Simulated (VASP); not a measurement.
# FeNi3 (Pm-3m) in VASP: single point with LDA

Aim: the single point of FeNi3 with LDA.

Everything below comes from runs of VASP 6.6.1. Logs are shortened: lines on timing, memory, paths and dates and some standing lists are left out, and cuts for length are marked.

## Step 1: The cell of the first run

Symmetry: Pm-3m, No. 221, cubic system. The conventional cell has a = 3.448 Å, b = 3.448 Å, c = 3.448 Å, α = 90.00°, β = 90.00°, γ = 90.00°. Within 3.2 Å of Fe (site symmetry m-3m) lie 12 Ni at 2.44 Å. Ni (site symmetry 4/mmm) has 4 Fe at 2.44 Å and 8 Ni at 2.44 Å within 3.2 Å.

## Step 2: Single point, LDA, collinear spin, ferromagnetic start

File INCAR:

```
SYSTEM = FeNi3
ALGO = Normal
EDIFF = 1E-6
ENCUT = 520
ISIF = 2
ISMEAR = 0
ISPIN = 2
LASPH = .TRUE.
LCHARG = .TRUE.
LELF = .TRUE.
LMAXMIX = 4
LORBIT = 11
LREAL = .FALSE.
LVHAR = .TRUE.
LWAVE = .FALSE.
MAGMOM = 2.5 2.5 0.8 0.8 0.8 0.8 0.8 0.8
NBANDS = 52
NELM = 150
PREC = Accurate
SIGMA = 0.05
```

File KPOINTS:

```
k-points
0
G
  8 8 8
  0 0 0
```

File POSCAR:

```
FeNi3
1.0
    0.0000000000      3.4484818919      3.4484818919
    3.4484818919      0.0000000000      3.4484818919
    3.4484818919      3.4484818919      0.0000000000
Fe Ni
2 6
Direct
    0.0000000000      0.0000000000      0.0000000000
    0.5000000000      0.5000000000      0.5000000000
    0.5000000000      0.0000000000      0.0000000000
    0.0000000000      0.5000000000      0.0000000000
    0.0000000000      0.0000000000      0.5000000000
    1.0000000000      0.5000000000      0.5000000000
    0.5000000000      1.0000000000      0.5000000000
    0.5000000000      0.5000000000      1.0000000000
```

Potentials or basis: VASP PAW LDA potentials, release 64 (Fe, Ni).

On the command line:

```console
cat potpaw_LDA.64/Fe/POTCAR potpaw_LDA.64/Ni/POTCAR > POTCAR
mpirun -np 1 vasp_std > vasp.out
```

OUTCAR:

```text
SYSTEM = FeNi3
   EDIFF = 1E-6
   ENCUT = 520
   ISIF = 2
   ISMEAR = 0
   ISPIN = 2
   LASPH = .TRUE.
   LORBIT = 11
   LREAL = .FALSE.
   NELM = 150
   PREC = Accurate

 ion  position               nearest neighbor table
   1  0.000  0.000  0.000-   3 2.44   4 2.44   5 2.44   5 2.44   6 2.44   7 2.44   4 2.44   6 2.44
                             8 2.44   3 2.44   7 2.44   8 2.44
   2  0.500  0.500  0.500-   6 2.44   7 2.44   8 2.44   3 2.44   4 2.44   8 2.44   3 2.44   5 2.44
                             7 2.44   4 2.44   5 2.44   6 2.44
   3  0.500  0.000  0.000-   1 2.44   7 2.44   8 2.44   2 2.44   5 2.44   7 2.44   2 2.44   4 2.44
                             8 2.44   1 2.44   4 2.44   5 2.44
   4  0.000  0.500  0.000-   1 2.44   6 2.44   8 2.44   2 2.44   5 2.44   6 2.44   1 2.44   3 2.44
                             5 2.44   2 2.44   3 2.44   8 2.44
   5  0.000  0.000  0.500-   1 2.44   6 2.44   7 2.44   1 2.44   3 2.44   4 2.44   2 2.44   4 2.44
                             6 2.44   2 2.44   3 2.44   7 2.44
   6  0.000  0.500  0.500-   2 2.44   4 2.44   5 2.44   1 2.44   4 2.44   8 2.44   1 2.44   5 2.44
                             7 2.44   2 2.44   7 2.44   8 2.44
   7  0.500  0.000  0.500-   2 2.44   3 2.44   5 2.44   1 2.44   3 2.44   8 2.44   2 2.44   6 2.44
                             8 2.44   1 2.44   5 2.44   6 2.44
   8  0.500  0.500  0.000-   2 2.44   3 2.44   4 2.44   2 2.44   6 2.44   7 2.44   1 2.44   3 2.44
                             7 2.44   1 2.44   4 2.44   6 2.44

  LATTYP: Found a face centered cubic cell.
 ALAT       =     6.8969637838

  Lattice vectors:

 A1 = (   0.0000000000,   3.4484818919,   3.4484818919)
 A2 = (   3.4484818919,   0.0000000000,   3.4484818919)
 A3 = (   3.4484818919,   3.4484818919,   0.0000000000)

Analysis of symmetry for initial positions (statically):
=====================================================================
 Subroutine PRICEL returns following result:

  LATTYP: Found a simple cubic cell.
 ALAT       =     3.4484818919
[... 12 lines left out ...]
 Subroutine GETGRP returns: Found 48 space group operations
 (whereof 48 operations were pure point group operations)
 out of a pool of 48 trial point group operations.

The static configuration has the point symmetry O_h .

Analysis of symmetry for dynamics (positions and initial velocities):
=====================================================================
 Subroutine PRICEL returns following result:

  LATTYP: Found a simple cubic cell.
 ALAT       =     3.4484818919
[... 12 lines left out ...]
 Subroutine GETGRP returns: Found 48 space group operations
 (whereof 48 operations were pure point group operations)
 out of a pool of 48 trial point group operations.

The dynamic configuration has the point symmetry O_h .

Analysis of structural, dynamic, and magnetic symmetry:
=====================================================================
 Subroutine PRICEL returns following result:

  LATTYP: Found a simple cubic cell.
 ALAT       =     3.4484818919
[... 12 lines left out ...]
 Subroutine GETGRP returns: Found 48 space group operations
 (whereof 48 operations were pure point group operations)
 out of a pool of 48 trial point group operations.

The overall configuration has the point symmetry O_h .

 Subroutine INISYM returns: Found 48 space group operations
 (whereof 48 operations are pure point group operations),
 and found     2 'primitive' translations

----------------------------------------------------------------------------------------

                                     Primitive cell

  volume of cell :      41.0094

  direct lattice vectors                    reciprocal lattice vectors
    -3.448481892  0.000000000  0.000000000    -0.289982674  0.000000000  0.000000000
     0.000000000  0.000000000  3.448481892     0.000000000  0.000000000  0.289982674
     0.000000000  3.448481892  0.000000000     0.000000000  0.289982674  0.000000000

  length of vectors
     3.448481892  3.448481892  3.448481892     0.289982674  0.289982674  0.289982674

  position of ions in fractional coordinates (direct lattice)
     0.000000000  0.000000000  0.000000000
     0.000000000  0.500000000  0.500000000
     0.500000000  0.500000000  0.000000000
     0.500000000  0.000000000  0.500000000

  ion indices of the primitive-cell ions
   primitive index   ion index
                 1           1
                 2           3
                 3           4
                 4           5

----------------------------------------------------------------------------------------

[... 62 lines left out ...]
   ICHARG =      2    charge: 1-file 2-atom 10-const
   ISPIN  =      2    spin polarized calculation?
   LNONCOLLINEAR =      F non collinear calculations
   LSORBIT =      F    spin-orbit coupling
   LASPH  =      T    aspherical Exc in radial PAW
   ENCUT  =  520.0 eV  38.22 Ry    6.18 a.u.   9.07  9.07  9.07*2*pi/ulx,y,z
   NELM   =    150;   NELMIN=  2; NELMDL= -5     # of ELM steps
   EDIFF  = 0.1E-05   stopping-criterion for ELM
   LREAL  =      F    real-space projection
   EDIFFG = 0.1E-04   stopping-criterion for IOM
   NSW    =      0    number of steps for IOM
   IBRION =     -1    ionic relax: 0-MD 1-quasi-New 2-CG
   NFREE  =      0    steps in history (QN), initial steepest desc. (CG)
   ISIF   =      2    stress and relaxation
   ISYM   =      2    0-nonsym 1-usesym 2-fastsym
   POTIM  = 0.5000    time-step for ionic-motion
   TEBEG  =    0.0;   TEEND  =   0.0 temperature during run
   PSTRESS=    0.0 pullay stress
   NELECT =      76.0000    total number of electrons
   NUPDOWN=      -1.0000    fix difference up-down
   EMIN   =  10.00;   EMAX   =-10.00  energy-range for DOS
   EFERMI =   0.00;   METHOD = LEGACY
   ISMEAR =     0;   SIGMA  =   0.05  broadening in eV -4-tet -1-fermi 0-gaus
   EFERMI_NEDOS =   21; number of points for ismear=-14 and -15
   IALGO  =     38    algorithm
   IMIX   =      4    mixing-type and parameters
     AMIX     =   0.40;   BMIX     =  1.00
     AMIX_MAG =   1.60;   BMIX_MAG =  1.00
  volume/ion in A,a.u.               =      10.25        69.19
  Fermi-wavevector in a.u.,A,eV,Ry     =   1.596031  3.016062 34.658339  2.547316
  Thomas-Fermi vector in A             =   2.693857
   LORBIT       =     11    0 simple, 1 ext, 2 COOP (PROOUT), +10 PAW based schemes
   GGA     = CA    functional components
   LHFCALC =     F    Hartree Fock is set to
   AEXX    =    0.0000 exact exchange contribution
   IVDW    =     0    specifies the selected vdW correction
   LEPSILON=     F    determine dielectric tensor
   LRPA    =     F    only Hartree local field effects (RPA)
 spin polarized calculation
 Gauss-broadening in eV      SIGMA  =   0.05
  energy-cutoff  :      520.00
  volume of cell :       82.02
 maximum number of plane-waves:      2229
   NGX = 19   NGY = 19   NGZ = 19

 number of electron      75.9999953 magnetization       8.7833599

 Free energy of the ion-electron system (eV)
  ---------------------------------------------------
  ext. energy  EPLUGINS =         0.00000000
  ---------------------------------------------------
  free energy    TOTEN  =       -58.38857697 eV

  energy without entropy =      -58.38315990  energy(sigma->0) =      -58.38586844

 E-fermi :   9.3865     XC(G=0): -13.9733

 val. band max:        9.3811526944   @ k =   0.1250   0.0000   0.0000
 cond. band min:       9.3866712638   @ k =   0.3750   0.2500   0.0000
 fundamental gap:      0.0055185695
 Fermi energy:         9.3865133811

 spin component 1

 k-point     1 :       0.0000    0.0000    0.0000
  band No.  band energies     occupation
      1      -0.2246      1.00000
      2       3.7481      1.00000
      3       3.7481      1.00000
      4       3.7907      1.00000
      5       3.7907      1.00000
      6       3.7907      1.00000
[... 1261 lines left out ...]
     49      16.2606      0.00000
     50      16.2606      0.00000

 [... further k-points ...]

 spin component 2

 k-point     1 :       0.0000    0.0000    0.0000
  band No.  band energies     occupation
      1      -0.0662      1.00000
      2       4.4747      1.00000
      3       4.4747      1.00000
      4       4.4747      1.00000
      5       4.5961      1.00000
      6       4.5961      1.00000
[... 1261 lines left out ...]
     49      16.8312      0.00000
     50      16.8312      0.00000

 [... further k-points ...]

 [bands above 50 left out]

------------------------ aborting loop because EDIFF is reached ----------------------------------------

  FORCE on cell =-STRESS in cart. coord.  units (eV):
  Direction    XX          YY          ZZ          XY          YZ          ZX
  --------------------------------------------------------------------------------------
  -------------------------------------------------------------------------------------
  Total       -0.4179441     -0.4179441     -0.4179441     -0.0000000     -0.0000000      0.0000000
  in kB       -8.1642239     -8.1642239     -8.1642239     -0.0000000     -0.0000000      0.0000000
  external PRESSURE =      -8.1642239 kB  Pullay stress =       0.0000000 kB

 VOLUME and BASIS-vectors are now :
 -----------------------------------------------------------------------------
  energy-cutoff  :      520.00
  volume of cell :       82.02
      direct lattice vectors                 reciprocal lattice vectors
     0.000000000  3.448481892  3.448481892    -0.144991337  0.144991337  0.144991337
     3.448481892  0.000000000  3.448481892     0.144991337 -0.144991337  0.144991337
     3.448481892  3.448481892  0.000000000     0.144991337  0.144991337 -0.144991337

 POSITION                                       TOTAL-FORCE (eV/Angst)
 -----------------------------------------------------------------------------------
      0.00000      0.00000      0.00000         0.000000      0.000000     -0.000000
      3.44848      3.44848      3.44848         0.000000      0.000000     -0.000000
      0.00000      1.72424      1.72424        -0.000000      0.000000     -0.000000
      1.72424      0.00000      1.72424        -0.000000     -0.000000     -0.000000
      1.72424      1.72424      0.00000        -0.000000     -0.000000      0.000000
      3.44848      1.72424      1.72424         0.000000     -0.000000      0.000000
      1.72424      3.44848      1.72424         0.000000      0.000000      0.000000
      1.72424      1.72424      3.44848         0.000000     -0.000000     -0.000000
 -----------------------------------------------------------------------------------
    total drift:                                0.000000      0.000000      0.000000

  FREE ENERGIE OF THE ION-ELECTRON SYSTEM (eV)
  ---------------------------------------------------
  free  energy   TOTEN  =       -58.3885769713 eV

  energy  without entropy=      -58.3831599000  energy(sigma->0) =      -58.38586844

 total charge

# of ion       s       p       d       tot
------------------------------------------
    1        0.506   0.563   6.217   7.286
    2        0.506   0.563   6.217   7.286
    3        0.541   0.583   8.378   9.502
    4        0.541   0.583   8.378   9.502
    5        0.541   0.583   8.378   9.502
    6        0.541   0.583   8.378   9.502
    7        0.541   0.583   8.378   9.502
    8        0.541   0.583   8.378   9.502
--------------------------------------------------
tot          4.256   4.622  62.704  71.582

 magnetization (x)

# of ion       s       p       d       tot
------------------------------------------
    1        0.006   0.006   2.662   2.674
    2        0.006   0.006   2.662   2.674
    3       -0.013  -0.033   0.605   0.559
    4       -0.013  -0.033   0.605   0.559
    5       -0.013  -0.033   0.605   0.559
    6       -0.013  -0.033   0.605   0.559
    7       -0.013  -0.033   0.605   0.559
    8       -0.013  -0.033   0.605   0.559
--------------------------------------------------
tot         -0.065  -0.185   8.953   8.703
```

It took 2.5 min on 1 thread of Intel Xeon 6975P-C (Granite Rapids), shared host; peak memory 0.3 GiB.

Results:

```yaml
Free_energy: -58.3886 eV
Pressure: -0.8 GPa
Net_moment: 8.78 μB per cell
Site_moments: Fe +2.67; Ni +0.56 μB
Valence_electrons_inside_the_program's_atomic_spheres: Fe 7.29; Ni 9.50
```
